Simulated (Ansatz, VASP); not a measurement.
**One calculation of ZnO, two programs**

The input INCAR:

```
SYSTEM = ZnO
ALGO = Normal
EDIFF = 1E-7
ENCUT = 520
GGA = PE
ISIF = 2
ISMEAR = 0
IVDW = 12
LASPH = .True.
LCHARG = .False.
LREAL = .False.
LWAVE = .False.
NBANDS = 26
NELM = 80
PREC = Accurate
SIGMA = 0.05
```

File KPOINTS:

```
k-points
0
Gamma
  9 9 4
  0 0 0
```

POSCAR

```
ZnO
1.0
    3.2386476513      0.0000000000      0.0000000000
   -1.6193238256      2.8047511399      0.0000000000
    0.0000000000      0.0000000000      7.0234847298
Zn O
2 2
Direct
    0.0000000000      0.0000000000      0.7500000000
    0.0000000000      0.0000000000      0.2500000000
    0.3333333333      0.6666666667      0.2500000000
    0.6666666667      0.3333333333      0.7500000000
```

Input for Ansatz:

```yaml
crystal:
  lattice:
    - [3.2386476513, 0.0, 0.0]
    - [-1.6193238256, 2.8047511399, 0.0]
    - [0.0, 0.0, 7.0234847298]
  atoms:
    - { symbol: Zn, position: [0.0, 0.0, 0.75] }
    - { symbol: Zn, position: [0.0, 0.0, 0.25] }
    - { symbol: O, position: [0.3333333333, 0.6666666667, 0.25] }
    - { symbol: O, position: [0.6666666667, 0.3333333333, 0.75] }
basis:
  ecutwfc: 420
kpoints:
  mp_grid: { grid: [9, 9, 4] }
hamiltonian:
  xc: pbe
  dispersion: d3bj
scf:
  occupations: { method: gaussian, width: 0.05 }
output:
  forces: true
  stress: true
  eigenvalues: true
```

Change from the starting cell: strain -0.015 along x and y, -0.015 along z, atoms carried along.

Alike in both runs: task single point; functional PBE; dispersion D3(BJ); k mesh 9 × 9 × 4; occupations gaussian, width 0.05 eV; no spin polarisation.

```csv
,VASP,Ansatz
version,VASP 6.6.1,Ansatz 0.2.0
potentials or method,"VASP PAW PBE potentials, release 64 (Zn, O), cutoff 520 eV","scalar-relativistic, plane waves, PAW"
valence electrons in the cell,36,36
```

```csv
,VASP,Ansatz,Ansatz less VASP
gap on the k mesh at the Fermi level (eV),0.82,0.82,-0.004
least direct gap on the mesh (eV),0.82,0.82,-0.004
pressure (GPa),2.8,1.9,-0.90
"traceless stress, the component that is largest in VASP (GPa)",-4.49,-3.50,+0.985
```
